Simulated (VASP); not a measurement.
# Cu (I4/mmm) in VASP: a series of runs

The runs below take Cu through single point, with PBE.

Everything below comes from runs of VASP 6.6.1. Logs are shortened: lines on timing, memory, paths and dates and some standing lists are left out, and cuts for length are marked.

## 1. The cell of the first run

Symmetry: I4/mmm, No. 139, tetragonal system. Conventional cell: a = 2.556 Å, b = 2.556 Å, c = 3.651 Å, α = 90.00°, β = 90.00°, γ = 90.00°. Within 3.4 Å of Cu (site symmetry 4/mmm) lie 12 Cu at 2.56 to 2.57 Å.

## 2. Single point, PBE (zz strain of +1 %)

File INCAR:

```
SYSTEM = Cu
PREC     = Accurate       ! precision mode
ENCUT    = 520            ! plane-wave cutoff, eV
EDIFF    = 1E-6           ! SCF threshold, eV
ISMEAR   = -1             ! smearing method
SIGMA    = 0.08           ! smearing width, eV
LREAL    = .False.        ! projectors in reciprocal space
LASPH    = .True.         ! aspherical terms in the spheres
NELM     = 100            ! most SCF steps
ALGO     = Normal         ! electronic algorithm
ISIF     = 2              ! what is computed and relaxed
LWAVE    = .False.        ! write WAVECAR
LCHARG   = .False.        ! write CHGCAR
GGA      = PE             ! functional
NBANDS   = 12             ! bands
```

File KPOINTS:

```
regular mesh
0
Gamma
  19 19 19
  0 0 0
```

File POSCAR:

```
Cu
1.0
    0.0000000000      1.8075000000      1.8255750000
    1.8075000000      0.0000000000      1.8255750000
    1.8075000000      1.8075000000      0.0000000000
Cu
1
Direct
    0.0000000000      0.0000000000      0.0000000000
```

Potentials or basis: VASP PAW PBE potentials, release 64 (Cu).

Run with:

```
cat potpaw_PBE.64/Cu/POTCAR > POTCAR
mpirun -np 1 vasp_std > vasp.out
```

OUTCAR:

```text
SYSTEM = Cu
   PREC = Accurate
   ENCUT = 520
   EDIFF = 1E-6
   ISMEAR = -1
   LREAL = .False.
   LASPH = .True.
   NELM = 100
   ISIF = 2
   GGA = PE

 ion  position               nearest neighbor table
   1  0.000  0.000  0.000-

  LATTYP: Found a body centered tetragonal cell.
 ALAT       =     2.5561910140
 C/A-ratio  =     1.4283556980

  Lattice vectors:

 A1 = (  -1.8075000000,   0.0000000000,   1.8255750000)
 A2 = (   1.8075000000,   0.0000000000,   1.8255750000)
 A3 = (   0.0000000000,   1.8075000000,  -1.8255750000)

Analysis of symmetry for initial positions (statically):
=====================================================================
 Subroutine PRICEL returns:
 Original cell was already a primitive cell.

 Routine SETGRP: Setting up the symmetry group for a
 body centered tetragonal supercell.

 Subroutine GETGRP returns: Found 16 space group operations
 (whereof 16 operations were pure point group operations)
 out of a pool of 16 trial point group operations.

The static configuration has the point symmetry D_4h.

Analysis of symmetry for dynamics (positions and initial velocities):
=====================================================================
 Subroutine PRICEL returns:
 Original cell was already a primitive cell.

 Routine SETGRP: Setting up the symmetry group for a
 body centered tetragonal supercell.

 Subroutine GETGRP returns: Found 16 space group operations
 (whereof 16 operations were pure point group operations)
 out of a pool of 16 trial point group operations.

The dynamic configuration has the point symmetry D_4h.

 Subroutine INISYM returns: Found 16 space group operations
 (whereof 16 operations are pure point group operations),
 and found     1 'primitive' translations

----------------------------------------------------------------------------------------

                                     Primitive cell

  volume of cell :      11.9285

  direct lattice vectors                    reciprocal lattice vectors
     0.000000000  1.807500000  1.825575000    -0.276625173  0.276625173  0.273886310
     1.807500000  0.000000000  1.825575000     0.276625173 -0.276625173  0.273886310
     1.807500000  1.807500000  0.000000000     0.276625173  0.276625173 -0.273886310

  length of vectors
     2.569003762  2.569003762  2.556191014     0.477552807  0.477552807  0.477552807

  position of ions in fractional coordinates (direct lattice)
     0.000000000  0.000000000  0.000000000

  ion indices of the primitive-cell ions
   primitive index   ion index
                 1           1

----------------------------------------------------------------------------------------

 KPOINTS: regular mesh

Automatic generation of k-mesh.
 Grid dimensions read from file:
 generate k-points for:   19   19   19

 Generating k-lattice:

  Cartesian coordinates                     Fractional coordinates (reciprocal lattice)
    -0.014559220  0.014559220  0.014415069     0.052631579  0.000000000  0.000000000
     0.014559220 -0.014559220  0.014415069     0.000000000  0.052631579  0.000000000
     0.014559220  0.014559220 -0.014415069     0.000000000  0.000000000  0.052631579

  Length of vectors
     0.025134358  0.025134358  0.025134358

  Shift w.r.t. Gamma in fractional coordinates (k-lattice)
     0.000000000  0.000000000  0.000000000

 Subroutine IBZKPT returns following result:
 ===========================================

 Found    550 irreducible k-points:

 Following reciprocal coordinates:
            Coordinates               Weight
  0.000000  0.000000  0.000000      1.000000
  0.052632 -0.000000  0.000000      8.000000
  0.105263 -0.000000  0.000000      8.000000
  0.157895 -0.000000  0.000000      8.000000
  0.210526  0.000000  0.000000      8.000000
  0.263158  0.000000  0.000000      8.000000
[... 16 lines left out ...]
 -0.315789  0.052632  0.000000      8.000000
 -0.263158  0.052632  0.000000      8.000000
 [... further k-points ...]
   k-points           NKPTS =    550   k-points in BZ     NKDIM =    550   number of bands    NBANDS=     12
   number of dos      NEDOS =    301   number of ions     NIONS =      1
   total plane-waves  NPLWV =   8000
   dimension x,y,z NGX =    20 NGY =   20 NGZ =   20
   dimension x,y,z NGXF=    40 NGYF=   40 NGZF=   40
   ions per type =               1
   NGX,Y,Z   is equivalent  to a cutoff of  12.94, 12.94, 13.01 a.u.
   NGXF,Y,Z  is equivalent  to a cutoff of  25.88, 25.88, 26.01 a.u.
 SYSTEM =  Cu
   PREC   = accura    normal or accurate (medium, high low for compatibility)
   ISTART =      0    job   : 0-new  1-cont  2-samecut
   ICHARG =      2    charge: 1-file 2-atom 10-const
   ISPIN  =      1    spin polarized calculation?
   LNONCOLLINEAR =      F non collinear calculations
   LSORBIT =      F    spin-orbit coupling
   LASPH  =      T    aspherical Exc in radial PAW
   ENCUT  =  520.0 eV  38.22 Ry    6.18 a.u.   4.78  4.78  4.75*2*pi/ulx,y,z
   NELM   =    100;   NELMIN=  2; NELMDL= -5     # of ELM steps
   EDIFF  = 0.1E-05   stopping-criterion for ELM
   LREAL  =      F    real-space projection
   EDIFFG = 0.1E-04   stopping-criterion for IOM
   NSW    =      0    number of steps for IOM
   IBRION =     -1    ionic relax: 0-MD 1-quasi-New 2-CG
   NFREE  =      0    steps in history (QN), initial steepest desc. (CG)
   ISIF   =      2    stress and relaxation
   ISYM   =      2    0-nonsym 1-usesym 2-fastsym
   POTIM  = 0.5000    time-step for ionic-motion
   TEBEG  =    0.0;   TEEND  =   0.0 temperature during run
   PSTRESS=    0.0 pullay stress
   NELECT =      11.0000    total number of electrons
   NUPDOWN=      -1.0000    fix difference up-down
   EMIN   =  10.00;   EMAX   =-10.00  energy-range for DOS
   EFERMI =   0.00;   METHOD = LEGACY
   ISMEAR =    -1;   SIGMA  =   0.08  broadening in eV -4-tet -1-fermi 0-gaus
   EFERMI_NEDOS =   21; number of points for ismear=-14 and -15
   IALGO  =     38    algorithm
   IMIX   =      4    mixing-type and parameters
     AMIX     =   0.40;   BMIX     =  1.00
     AMIX_MAG =   1.60;   BMIX_MAG =  1.00
  volume/ion in A,a.u.               =      11.93        80.50
  Fermi-wavevector in a.u.,A,eV,Ry     =   1.593469  3.011220 34.547146  2.539144
  Thomas-Fermi vector in A             =   2.691694
   LORBIT       =      0    0 simple, 1 ext, 2 COOP (PROOUT), +10 PAW based schemes
   GGA     = PE    functional components
   LHFCALC =     F    Hartree Fock is set to
   AEXX    =    0.0000 exact exchange contribution
   IVDW    =     0    specifies the selected vdW correction
   LEPSILON=     F    determine dielectric tensor
   LRPA    =     F    only Hartree local field effects (RPA)
 non-spin polarized calculation
  energy-cutoff  :      520.00
  volume of cell :       11.93
 maximum number of plane-waves:       334
   NGX =  9   NGY =  9   NGZ =  9

 number of electron      10.9999999 magnetization

 Free energy of the ion-electron system (eV)
  ---------------------------------------------------
  ext. energy  EPLUGINS =         0.00000000
  ---------------------------------------------------
  free energy    TOTEN  =        -3.72944778 eV

  energy without entropy =       -3.72207499  energy(sigma->0) =       -3.72576138

 E-fermi :   7.5036     XC(G=0): -12.6689

 val. band max:        7.4992485760   @ k =  -0.4737   0.1579   0.1053
 cond. band min:       7.5103352979   @ k =  -0.3684   0.0526   0.1579
 fundamental gap:      0.0110867218
 Fermi energy:         7.5036293874

 k-point     1 :       0.0000    0.0000    0.0000
  band No.  band energies     occupation
      1      -1.8132      2.00000
      2       4.4285      2.00000
      3       4.4765      2.00000
      4       4.4765      2.00000
      5       5.2453      2.00000
      6       5.2927      2.00000
      7      29.9790      0.00000
      8      32.5219      0.00000
      9      32.5563      0.00000
     10      32.5563      0.00000
     11      35.0194      0.00000
     12      35.0276      0.00000

 k-point     2 :       0.0526   -0.0000    0.0000
  band No.  band energies     occupation
      1      -1.7129      2.00000
      2       4.4264      2.00000
      3       4.4765      2.00000
      4       4.4954      2.00000
      5       5.2382      2.00000
      6       5.2846      2.00000
      7      29.4033      0.00000
      8      31.2665      0.00000
      9      32.1951      0.00000
     10      32.2274      0.00000
     11      35.4946      0.00000
     12      35.5161      0.00000

 k-point     3 :       0.1053   -0.0000    0.0000
  band No.  band energies     occupation
      1      -1.4149      2.00000
      2       4.3784      2.00000
      3       4.5163      2.00000
      4       4.5457      2.00000
      5       5.2239      2.00000
      6       5.2665      2.00000
      7      27.1684      0.00000
      8      30.6718      0.00000
      9      31.5569      0.00000
     10      31.6098      0.00000
     11      36.5175      0.00000
     12      36.5310      0.00000
[... 286 lines left out ...]
 k-point    23 :      -0.3158    0.0526    0.0000
  band No.  band energies     occupation
      1       1.6109      2.00000
      2       4.3884      2.00000
      3       4.5046      2.00000
      4       4.5862      2.00000
      5       5.4777      2.00000
      6       5.7444      2.00000
      7      16.0546      0.00000
      8      26.8730      0.00000
      9      30.0090      0.00000
     10      31.0844      0.00000
     11      33.1728      0.00000
     12      34.8012      0.00000

 k-point    24 :      -0.2632    0.0526    0.0000
  band No.  band energies     occupation
      1       0.8499      2.00000
      2       4.1994      2.00000
      3       4.5622      2.00000
      4       4.6421      2.00000
      5       5.3284      2.00000
      6       5.5627      2.00000
      7      18.4157      0.00000
      8      27.0785      0.00000
      9      30.5919      0.00000
     10      31.6543      0.00000
     11      33.9886      0.00000
     12      35.2040      0.00000

 [... further k-points ...]

------------------------ aborting loop because EDIFF is reached ----------------------------------------

  FORCE on cell =-STRESS in cart. coord.  units (eV):
  Direction    XX          YY          ZZ          XY          YZ          ZX
  --------------------------------------------------------------------------------------
  -------------------------------------------------------------------------------------
  Total        0.0712609      0.0712609      0.0380336      0.0000000     -0.0000000     -0.0000000
  in kB        9.5714010      9.5714010      5.1084821      0.0000000     -0.0000000     -0.0000000
  external PRESSURE =       8.0837614 kB  Pullay stress =       0.0000000 kB

 VOLUME and BASIS-vectors are now :
 -----------------------------------------------------------------------------
  energy-cutoff  :      520.00
  volume of cell :       11.93
      direct lattice vectors                 reciprocal lattice vectors
     0.000000000  1.807500000  1.825575000    -0.276625173  0.276625173  0.273886310
     1.807500000  0.000000000  1.825575000     0.276625173 -0.276625173  0.273886310
     1.807500000  1.807500000  0.000000000     0.276625173  0.276625173 -0.273886310

 POSITION                                       TOTAL-FORCE (eV/Angst)
 -----------------------------------------------------------------------------------
      0.00000      0.00000      0.00000         0.000000      0.000000     -0.000000
 -----------------------------------------------------------------------------------
    total drift:                                0.000000      0.000000      0.000000

  FREE ENERGIE OF THE ION-ELECTRON SYSTEM (eV)
  ---------------------------------------------------
  free  energy   TOTEN  =        -3.7294477812 eV

  energy  without entropy=       -3.7220749884  energy(sigma->0) =       -3.72576138
```

Wall time 29 s (1 thread of Intel Xeon 6975P-C (Granite Rapids), shared host); peak memory 0.19 GiB.

What came out:

```
Free energy : -3.7294 eV
Pressure    : 0.8 GPa
```

Levels at points of the mesh, in eV from the Fermi level:
| k point | band 3 | band 4 | band 5 | band 6 | band 7 | band 8 | band 9 | band 10 |
| --- | --- | --- | --- | --- | --- | --- | --- | --- |
| (0.00, 0.00, 0.00) | -3.03 | -3.03 | -2.26 | -2.21 | 22.48 | 25.02 | 25.05 | 25.05 |

Caveat: the cell differs from its parent crystal (zz strain of +1 %).

## 3. Single point, PBE (zz strain of +2 %)

File INCAR:

```
PREC = Accurate ; ENCUT = 520
EDIFF = 1E-6 ; ISMEAR = -1
SIGMA = 0.08 ; LREAL = False
LASPH = True ; NELM = 60
ALGO = Normal ; ISIF = 2
LWAVE = False ; LCHARG = False
GGA = PE ; NBANDS = 12
```

File KPOINTS:

```
Automatic mesh
0
Gamma
  19 19 19
```

File POSCAR:

```
Cu
1.0
    0.0000000000      1.8075000000      1.8436500000
    1.8075000000      0.0000000000      1.8436500000
    1.8075000000      1.8075000000      0.0000000000
Cu
1
Direct
    0.0000000000      0.0000000000      0.0000000000
```

Potentials or basis: VASP PAW PBE potentials, release 64 (Cu).

Run with:

```
cat potpaw_PBE.64/Cu/POTCAR > POTCAR
mpirun -np 1 vasp_std > vasp.out
```

OUTCAR:

```text
PREC = Accurate
   ENCUT = 520
   EDIFF = 1E-6
   ISMEAR = -1
   LREAL = False
   LASPH = True
   NELM = 60
   ISIF = 2
   GGA = PE

 ion  position               nearest neighbor table
   1  0.000  0.000  0.000-

  LATTYP: Found a body centered tetragonal cell.
 ALAT       =     2.5561910140
 C/A-ratio  =     1.4424978336

  Lattice vectors:

 A1 = (  -1.8075000000,   0.0000000000,   1.8436500000)
 A2 = (   1.8075000000,   0.0000000000,   1.8436500000)
[... 529 lines left out ...]
      3       4.4498      2.00000
      4       4.5700      2.00000
      5       5.2291      2.00000
      6       5.4532      2.00000
      7      18.2011      0.00000
      8      26.7037      0.00000
      9      30.4556      0.00000
     10      31.4549      0.00000
     11      33.9106      0.00000
     12      34.9724      0.00000

 [... further k-points ...]
[... 5 lines left out ...]
  --------------------------------------------------------------------------------------
  -------------------------------------------------------------------------------------
  Total       -0.0144997     -0.0144997     -0.0863884      0.0000000      0.0000000      0.0000000
  in kB       -1.9284276     -1.9284276    -11.4895013      0.0000000      0.0000000      0.0000000
  external PRESSURE =      -5.1154522 kB  Pullay stress =       0.0000000 kB

 VOLUME and BASIS-vectors are now :
 -----------------------------------------------------------------------------
  energy-cutoff  :      520.00
  volume of cell :       12.05
      direct lattice vectors                 reciprocal lattice vectors
     0.000000000  1.807500000  1.843650000    -0.276625173  0.276625173  0.271201150
     1.807500000  0.000000000  1.843650000     0.276625173 -0.276625173  0.271201150
     1.807500000  1.807500000  0.000000000     0.276625173  0.276625173 -0.271201150

 POSITION                                       TOTAL-FORCE (eV/Angst)
 -----------------------------------------------------------------------------------
      0.00000      0.00000      0.00000         0.000000      0.000000     -0.000000
 -----------------------------------------------------------------------------------
    total drift:                                0.000000      0.000000      0.000000

  FREE ENERGIE OF THE ION-ELECTRON SYSTEM (eV)
  ---------------------------------------------------
  free  energy   TOTEN  =        -3.7292574261 eV

  energy  without entropy=       -3.7219034392  energy(sigma->0) =       -3.72558043
```

Wall time 32 s (1 thread of Intel Xeon 6975P-C (Granite Rapids), shared host); peak memory 0.18 GiB.

Results:

```
Free energy : -3.7293 eV
Pressure    : -0.5 GPa
```

Caveat: the cell differs from its parent crystal (zz strain of +2 %).

(Part 1 of 2 ends here.)
